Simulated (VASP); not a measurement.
# FePt (Pm-3m) in VASP: relaxation of cell and atoms with PBE

Aim: the relaxation of cell and atoms of FePt with PBE.

All numbers are computed with VASP 6.6.1; they aren't measurements. Logs are shortened: lines on timing, memory, paths and dates and some standing lists are left out, and cuts for length are marked.

## (1) The cell of the first run

Symmetry: Pm-3m, No. 221, cubic system. The conventional cell has a = 2.995 Å, b = 2.995 Å, c = 2.995 Å, α = 90.00°, β = 90.00°, γ = 90.00°. Fe (site symmetry m-3m) has 8 Pt at 2.59 Å and 6 Fe at 3.00 Å within 3.4 Å. Within 3.4 Å of Pt (site symmetry m-3m) lie 8 Fe at 2.59 Å and 6 Pt at 3.00 Å.

## (2) Relaxation of cell and atoms, PBE, collinear spin, ferromagnetic start

INCAR

```
SYSTEM = FePt
PREC = Accurate ; ENCUT = 690
EDIFF = 1E-7 ; ISMEAR = 0
SIGMA = 0.1 ; LREAL = .False.
LASPH = .True. ; NELM = 200
ALGO = Normal ; ISIF = 3
LWAVE = .False. ; LCHARG = .False.
ISPIN = 2 ; MAGMOM = 3.33 0.42
LORBIT = 11 ; LMAXMIX = 4
GGA = PE ; IBRION = 2
NSW = 100 ; EDIFFG = -0.05
GGA_COMPAT = .False. ; NELMIN = 4
```

KPOINTS

```
regular mesh
0
Gamma
  6 6 6
  0 0 0
```

POSCAR

```
FePt
1.0
    2.9950859254      0.0000000000      0.0000000000
    0.0000000000      2.9950859254      0.0000000000
    0.0000000000      0.0000000000      2.9950859254
Fe Pt
1 1
Direct
    0.0000000000      0.0000000000      0.0000000000
    0.5000000000      0.5000000000      0.5000000000
```

Potentials or basis: VASP PAW PBE potentials, release 64 (Fe_sv, Pt_sv_GW).

On the command line:

```sh
$ cat potpaw_PBE.64/Fe_sv/POTCAR potpaw_PBE.64/Pt_sv_GW/POTCAR > POTCAR
$ mpirun -np 1 vasp_std > vasp.out
```

OUTCAR:

```text
SYSTEM = FePt
   PREC = Accurate
   ENCUT = 690
   EDIFF = 1E-7
   ISMEAR = 0
   LREAL = .False.
   LASPH = .True.
   NELM = 200
   ISIF = 3
   ISPIN = 2
   LORBIT = 11
   GGA = PE
   IBRION = 2
   NSW = 100
   EDIFFG = -0.05
   NELMIN = 4

 ion  position               nearest neighbor table
   1  0.000  0.000  0.000-   2 2.59   2 2.59   2 2.59   2 2.59   2 2.59   2 2.59   2 2.59   2 2.59

   2  0.500  0.500  0.500-   1 2.59   1 2.59   1 2.59   1 2.59   1 2.59   1 2.59   1 2.59   1 2.59

  LATTYP: Found a simple cubic cell.
 ALAT       =     2.9950859254

  Lattice vectors:

 A1 = (   2.9950859254,   0.0000000000,   0.0000000000)
 A2 = (   0.0000000000,   2.9950859254,   0.0000000000)
 A3 = (   0.0000000000,   0.0000000000,   2.9950859254)

Analysis of symmetry for initial positions (statically):
=====================================================================
 Subroutine PRICEL returns:
 Original cell was already a primitive cell.

 Routine SETGRP: Setting up the symmetry group for a
 simple cubic supercell.

 Subroutine GETGRP returns: Found 48 space group operations
 (whereof 48 operations were pure point group operations)
 out of a pool of 48 trial point group operations.

The static configuration has the point symmetry O_h .

Analysis of symmetry for dynamics (positions and initial velocities):
=====================================================================
 Subroutine PRICEL returns:
 Original cell was already a primitive cell.

 Routine SETGRP: Setting up the symmetry group for a
 simple cubic supercell.

 Subroutine GETGRP returns: Found 48 space group operations
 (whereof 48 operations were pure point group operations)
 out of a pool of 48 trial point group operations.

The dynamic configuration has the point symmetry O_h .

Analysis of structural, dynamic, and magnetic symmetry:
=====================================================================
 Subroutine PRICEL returns:
 Original cell was already a primitive cell.

 Routine SETGRP: Setting up the symmetry group for a
 simple cubic supercell.

 Subroutine GETGRP returns: Found 48 space group operations
 (whereof 48 operations were pure point group operations)
 out of a pool of 48 trial point group operations.

[... 114 lines left out ...]
     AMIX     =   0.40;   BMIX     =  1.00
     AMIX_MAG =   1.60;   BMIX_MAG =  1.00
  volume/ion in A,a.u.               =      13.43        90.66
  Fermi-wavevector in a.u.,A,eV,Ry     =   1.770755  3.346242 42.662072  3.135574
  Thomas-Fermi vector in A             =   2.837482
   LORBIT       =     11    0 simple, 1 ext, 2 COOP (PROOUT), +10 PAW based schemes
   GGA     = PE    functional components
   LHFCALC =     F    Hartree Fock is set to
   AEXX    =    0.0000 exact exchange contribution
   IVDW    =     0    specifies the selected vdW correction
   LEPSILON=     F    determine dielectric tensor
   LRPA    =     F    only Hartree local field effects (RPA)
 conjugate gradient relaxation of ions
 spin polarized calculation
 Gauss-broadening in eV      SIGMA  =   0.10
  energy-cutoff  :      690.00
  volume of cell :       26.87
 maximum number of plane-waves:      1141
 NGX is ok and might be reduce to    28
   NGX = 13   NGY = 13   NGZ = 13

--------------------------------------- Ionic step        1  -------------------------------------------

 number of electron      33.9999993 magnetization       3.4202240

 Free energy of the ion-electron system (eV)
  ---------------------------------------------------
  ext. energy  EPLUGINS =         0.00000000
  ---------------------------------------------------
  free energy    TOTEN  =       -14.46221201 eV

  energy without entropy =      -14.44749126  energy(sigma->0) =      -14.45485163

------------------------ aborting loop because EDIFF is reached ----------------------------------------

  FORCE on cell =-STRESS in cart. coord.  units (eV):
  Direction    XX          YY          ZZ          XY          YZ          ZX
  --------------------------------------------------------------------------------------
  -------------------------------------------------------------------------------------
  Total        2.2787581      2.2787581      2.2787581     -0.0000000     -0.0000000      0.0000000
  in kB      135.8879503    135.8879503    135.8879503     -0.0000000     -0.0000000      0.0000000
  external PRESSURE =     135.8879503 kB  Pullay stress =       0.0000000 kB
[... 23 lines left out ...]
--------------------------------------- Ionic step        2  -------------------------------------------

 number of electron      33.9999987 magnetization       3.6762929

 E-fermi :   9.1897     XC(G=0): -12.8179

 val. band max:        9.1786138468   @ k =   0.3333   0.3333   0.3333
 cond. band min:       9.2106911184   @ k =   0.5000   0.3333   0.0000
 fundamental gap:      0.0320772716
 Fermi energy:         9.1896589237

 spin component 1

 k-point     1 :       0.0000    0.0000    0.0000
  band No.  band energies     occupation
      1     -89.2756      1.00000
      2     -80.2191      1.00000
      3     -46.2318      1.00000
      4     -46.2318      1.00000
      5     -46.2318      1.00000
      6     -43.3981      1.00000
[... 1067 lines left out ...]
--------------------------------------- Ionic step        3  -------------------------------------------

 number of electron      34.0000005 magnetization       3.5507064

 Free energy of the ion-electron system (eV)
  ---------------------------------------------------
  ext. energy  EPLUGINS =         0.00000000
  ---------------------------------------------------
  free energy    TOTEN  =       -14.52912887 eV

  energy without entropy =      -14.51043682  energy(sigma->0) =      -14.51978284

 E-fermi :  10.6349     XC(G=0): -13.4168

 val. band max:       10.6106155236   @ k =   0.1667   0.1667   0.1667
 cond. band min:      10.6350869233   @ k =   0.5000   0.1667   0.0000
 fundamental gap:      0.0244713997
 Fermi energy:        10.6348726201

 spin component 1

 k-point     1 :       0.0000    0.0000    0.0000
  band No.  band energies     occupation
      1     -88.1244      1.00000
      2     -78.6098      1.00000
      3     -44.6339      1.00000
      4     -44.6339      1.00000
      5     -44.6339      1.00000
      6     -42.2361      1.00000
[... 1061 lines left out ...]
  FREE ENERGIE OF THE ION-ELECTRON SYSTEM (eV)
  ---------------------------------------------------
  free  energy   TOTEN  =       -14.5291288657 eV

  energy  without entropy=      -14.5104368242  energy(sigma->0) =      -14.51978284

 reached required accuracy - stopping structural energy minimisation

 total charge

# of ion       s       p       d       f       tot
--------------------------------------------------
    1        2.157   6.020   5.463   0.000  13.640
    2        4.359   6.087   7.475   0.013  17.935
--------------------------------------------------
tot          6.517  12.106  12.938   0.013  31.575

 magnetization (x)

# of ion       s       p       d       f       tot
--------------------------------------------------
    1        0.014   0.009   2.984   0.000   3.007
    2       -0.128  -0.005   0.432   0.001   0.301
--------------------------------------------------
tot         -0.114   0.004   3.416   0.001   3.308
```

OSZICAR:

```text
N       E                     dE             d eps       ncg     rms          rms(c)
DAV:   1     0.685289982378E+03    0.68529E+03   -0.24212E+04  1847   0.236E+03
DAV:   2     0.289537877022E+02   -0.65634E+03   -0.63531E+03  1924   0.781E+02
DAV:   3    -0.149802036250E+02   -0.43934E+02   -0.41800E+02  2298   0.225E+02
[... 54 lines left out ...]
DAV:  14    -0.145291189489E+02   -0.12313E-04   -0.84017E-05  2542   0.127E-01    0.575E-02
DAV:  15    -0.145291204042E+02   -0.14553E-05   -0.16619E-05  2287   0.502E-02    0.862E-02
DAV:  16    -0.145291275936E+02   -0.71894E-05   -0.10211E-05  2204   0.433E-02    0.555E-02
DAV:  17    -0.145291285602E+02   -0.96657E-06   -0.33691E-06  2371   0.195E-02    0.245E-02
DAV:  18    -0.145291288256E+02   -0.26550E-06   -0.26434E-07  1486   0.611E-03    0.155E-02
DAV:  19    -0.145291288657E+02   -0.40034E-07   -0.25062E-07  1323   0.905E-03
   3 F= -.14529129E+02 E0= -.14519783E+02  d E =-.669169E-01  mag=     3.5507
```

CONTCAR:

```text
FePt
   1.00000000000000
     3.0583319401820814   -0.0000000000000000    0.0000000000000000
    -0.0000000000000000    3.0583319401820814   -0.0000000000000000
     0.0000000000000000   -0.0000000000000000    3.0583319401820814
  Fe              Pt
     1     1
Direct
     0.0000000000000000    0.0000000000000000    0.0000000000000000
     0.5000000000000000    0.5000000000000000    0.5000000000000000

  0.00000000E+00  0.00000000E+00  0.00000000E+00
  0.00000000E+00  0.00000000E+00  0.00000000E+00
```

It took 1.8 min on 1 thread of Intel Xeon 6975P-C (Granite Rapids), shared host; peak memory 0.2 GiB.

What came out:

| Property | Result |
| --- | --- |
| Free energy | -14.5291 eV |
| Relaxed volume | 14.30 Å³/atom |
| Relaxed cell | a = 3.058 Å, b = 3.058 Å, c = 3.058 Å, α = 90.00°, β = 90.00°, γ = 90.00° |
| Space group after relaxing (to 0.1 Å) | Pm-3m (No. 221) |
| Energy gained by relaxing | 33.5 meV/atom |
| Ionic steps | 3 |
| Pressure after relaxing | -0.4 GPa |
| Net moment | 3.55 μB per cell |
| Site moments | Fe +3.01; Pt +0.30 μB |
| Valence electrons inside the program's atomic spheres | Fe 13.64; Pt 17.93 |

Step by step:
| step | energy change (eV) | largest force (eV/Å) | pressure (GPa) | volume (Å³) |
| --- | --- | --- | --- | --- |
| 1 | 0.0000 | 0.0000 | 13.59 | 26.87 |
| 2 | 0.0900 | 0.0000 | -15.42 | 31.55 |
| 3 | -0.0669 | 0.0000 | -0.36 | 28.61 |

Final structure:
```yaml
crystal:
  lattice:
    - [3.05833, 0.00000, 0.00000]
    - [0.00000, 3.05833, 0.00000]
    - [0.00000, 0.00000, 3.05833]
  atoms:
    - { symbol: Fe, position: [0.00000, 0.00000, 0.00000] }
    - { symbol: Pt, position: [0.50000, 0.50000, 0.50000] }
```

Levels at points of the mesh, in eV from the Fermi level:
Spin up:
| k point | band 16 | band 17 | band 18 | band 19 | band 20 | band 21 | band 22 | band 23 |
| --- | --- | --- | --- | --- | --- | --- | --- | --- |
| (0.00, 0.00, 0.00) | -2.13 | -0.73 | -0.73 | -0.73 | 7.47 | 7.47 | 7.47 | 14.47 |
| (0.50, 0.00, 0.00) | -2.98 | -2.50 | -1.95 | -1.47 | -0.09 | 13.01 | 14.14 | 14.14 |
| (0.50, 0.50, 0.00) | -0.94 | -0.51 | -0.51 | -0.39 | -0.39 | 4.25 | 7.28 | 14.17 |
| (0.50, 0.50, 0.50) | -2.36 | -0.86 | -0.86 | 5.96 | 6.23 | 6.62 | 6.62 | 6.62 |
Spin down:
| k point | band 13 | band 14 | band 15 | band 16 | band 17 | band 18 |
| --- | --- | --- | --- | --- | --- | --- |
| (0.00, 0.00, 0.00) | -2.44 | -2.44 | 0.59 | 0.59 | 1.31 | 1.31 |
| (0.50, 0.00, 0.00) | -2.99 | -1.66 | -0.83 | -0.35 | -0.35 | 0.17 |
| (0.50, 0.50, 0.00) | -0.66 | -0.39 | -0.18 | -0.18 | 0.79 | 1.30 |
| (0.50, 0.50, 0.50) | -1.77 | -1.77 | -0.58 | -0.58 | 1.34 | 1.34 |

Caveat: spin-orbit coupling is left out, which moves the levels of the heavy elements.
